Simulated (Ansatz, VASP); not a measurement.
## One calculation of Pt, two programs

Contents of POSCAR:

```
Pt
1.0
    2.7106881778      0.0000000000      0.0000000000
   -1.3553440889      2.3475249343      0.0000000000
    0.0000000000      0.0000000000      4.7053794194
Pt
2
Direct
    0.6666666667      0.3333333333      0.7500000000
    0.3333333333      0.6666666667      0.2500000000
```

The input INCAR.step1:

```
ALGO     = Normal         # electronic algorithm
EDIFF    = 1E-5           # SCF threshold, eV
ENCUT    = 550            # plane-wave cutoff, eV
GGA      = PE             # functional
GGA_COMPAT= F            
ISMEAR   = -1             # smearing method
LASPH    = T              # aspherical terms in the spheres
LCHARG   = F              # write CHGCAR
LREAL    = F              # projectors in reciprocal space
LWAVE    = T              # write WAVECAR
NBANDS   = 25             # bands
NELM     = 120            # most SCF steps
PREC     = Accurate       # precision mode
SIGMA    = 0.1            # smearing width, eV
```

INCAR.step2

```
ALGO     = Normal         # electronic algorithm
EDIFF    = 1E-6           # SCF threshold, eV
ENCUT    = 550            # plane-wave cutoff, eV
GGA_COMPAT= F            
ISIF     = 2              # what is computed and relaxed
ISMEAR   = -1             # smearing method
ISTART   = 1            
LASPH    = T              # aspherical terms in the spheres
LCHARG   = T              # write CHGCAR
LELF     = T              # ELF
LMIXTAU  = T            
LREAL    = F              # projectors in reciprocal space
LVHAR    = T            
LWAVE    = F              # write WAVECAR
METAGGA  = R2SCAN         # meta-GGA
NBANDS   = 25             # bands
NELM     = 120            # most SCF steps
PREC     = Accurate       # precision mode
SIGMA    = 0.1            # smearing width, eV
```

Contents of KPOINTS:

```
k-points
0
Gamma
  10 10 5
```

Input for Ansatz:

```yaml
crystal:
  lattice:
    - [2.7106881778021843, 0.0, 0.0]
    - [-1.3553440889010921, 2.3475249343117595, 0.0]
    - [0.0, 0.0, 4.705379419402381]
  atoms:
    - { symbol: Pt, position: [0.6666666666666666, 0.3333333333333333, 0.75] }
    - { symbol: Pt, position: [0.3333333333333333, 0.6666666666666666, 0.25] }
basis:
  ecutwfc: 761.918814887664
  xc_grid: 3
kpoints:
  mp_grid:
    grid: [10, 10, 5]
hamiltonian:
  xc: r2scan
scf:
  convergence:
    dr2_threshold: 1.0e-05
  mixing:
    algorithm: broyden
    beta: 0.4
    ndim: 12
  occupations:
    method: fermi_dirac
    width: 0.1
output:
  stress: true
```

Alike in both runs: task single point; functional r2SCAN; k mesh 10 × 10 × 5; occupations fermi-dirac, width 0.1 eV; no spin polarisation.

|  | VASP | Ansatz |
| --- | --- | --- |
| version | VASP 6.6.1 | Ansatz 0.2.0 |
| potentials or method | VASP PAW PBE potentials, release 64 (Pt_sv_GW), cutoff 550 eV | plane waves, PAW |
| valence electrons in the cell | 36 | 36 |

```csv
,VASP,Ansatz,Ansatz less VASP
pressure (GPa),6.4,8.6,+2.15
"traceless stress, the component that is largest in VASP (GPa)",-1.08,-1.10,-0.021
```

VASP's potentials were made for PBE, not for r2SCAN. Ansatz's warnings: stress scf threshold loose.

Neither program's run includes spin-orbit coupling.
